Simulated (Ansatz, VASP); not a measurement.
Al2Cu in VASP and in Ansatz

Contents of INCAR:

```
PREC     = Accurate       # precision mode
ENCUT    = 520            # plane-wave cutoff, eV
EDIFF    = 1E-6           # SCF threshold, eV
ISMEAR   = 0              # smearing method
SIGMA    = 0.15           # smearing width, eV
LREAL    = F              # projectors in reciprocal space
LASPH    = T              # aspherical terms in the spheres
NELM     = 100            # most SCF steps
ALGO     = Fast           # electronic algorithm
ISIF     = 2              # what is computed and relaxed
LWAVE    = F              # write WAVECAR
LCHARG   = T              # write CHGCAR
GGA      = PS             # functional
LELF     = T              # ELF
LVHAR    = T            
NBANDS   = 16             # bands
```

The input KPOINTS:

```
Automatic mesh
0
Gamma
  10 10 14
```

Contents of POSCAR:

```
Al2Cu
1.0
    4.0842078946      0.0000000000      0.0000000000
    0.0000000000      4.0842078946      0.0000000000
    0.0000000000      0.0000000000      2.8458943809
Al Cu
2 1
Direct
    0.5049764728      0.0052038551      0.5000000000
   -0.0726456654      0.4777925115      0.5000000000
    0.0287322400      0.0072197178      0.0000000000
```

Input for Ansatz:

```yaml
crystal:
  lattice:
    - [4.0842078946, 0.0, 0.0]
    - [0.0, 4.0842078946, 0.0]
    - [0.0, 0.0, 2.8458943809]
  atoms:
    - { symbol: Al, position: [0.5049764728, 0.0052038551, 0.5] }
    - { symbol: Al, position: [-0.0726456654, 0.4777925115, 0.5] }
    - { symbol: Cu, position: [0.02873224, 0.0072197178, 0.0] }
basis:
  ecutwfc: 520.0
kpoints:
  mp_grid: { grid: [10, 10, 14] }
hamiltonian:
  xc: pbesol
  pseudopotentials: { kind: paw, azcp: { folder: soft_1 } }
scf:
  occupations: { method: gaussian, width: 0.15 }
output:
  forces: true
  stress: true
  eigenvalues: true
```

Change from the starting cell: mode 4 frozen in at -0.297 Å and mode 9 at -0.091 Å (largest displacements).

Alike in both runs: task single point; functional PBEsol; k mesh 10 × 10 × 14; occupations gaussian, width 0.15 eV; no spin polarisation.

```csv
,VASP,Ansatz
version,VASP 6.6.1,Ansatz 0.2.0
potentials or method,"VASP PAW PBE potentials, release 64 (Al, Cu), cutoff 520 eV","scalar-relativistic, plane waves, PAW"
valence electrons in the cell,17,25
```

VASP gave:

| Property | Result |
| --- | --- |
| gap on the k mesh at the Fermi level (eV) | none |
| pressure (GPa) | 2.1 |
| traceless stress, the component that is largest in VASP (GPa) | -1.52 |
| rms of the force components (eV/Å) | 0.586 |

Question: Which values does Ansatz return?

Answer: gap on the k mesh at the Fermi level (eV): none; pressure (GPa): 2.0; traceless stress, the component that is largest in VASP (GPa): -1.53; rms of the force components (eV/Å): 0.585.

VASP's potentials were made for PBE, not for PBEsol, and Ansatz warns of the same on its side. Atom by atom the forces differ by 0.004 eV/Å (rms over components). A gap of «none» marks a metal or a gap that the smearing closes. VASP's potentials hold 17 valence electrons a cell and Ansatz's 25, so a difference there can come from the potentials and not from the codes.
